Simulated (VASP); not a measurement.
The system is BN.

```xyz
2
Lattice="0.0000 1.8075 1.8075 1.8075 0.0000 1.8075 1.8075 1.8075 0.0000" Properties=species:S:1:pos:R:3 pbc="T T T"
B     0.0000    0.0000    0.0000
N     2.7113    2.7113    2.7113
```

Base run:

| Property | Result |
| --- | --- |
| Program | VASP 6.6.1 |
| Functional | PBE |
| Potentials or basis | VASP PAW PBE potentials, release 64 (B, N) |
| Cutoff | 600 eV |
| k mesh | 10 × 10 × 10 |
| Occupations | gaussian, width 0.01 eV |
| Spin | no spin polarisation |

Its results: band gap on the k mesh 4.46 eV (least direct gap 8.82 eV); pressure 3.0 GPa.

The run is repeated on the same cell with these changes: k mesh from 10 × 10 × 10 to 4 × 4 × 4. What comes out?

Band gap on the k mesh 4.44 eV (least direct gap 8.79 eV); pressure 3.7 GPa.

Caveats: some runs use coarse meshes; the cell stands under pressure (at least some runs).

A k mesh can miss the band edges.
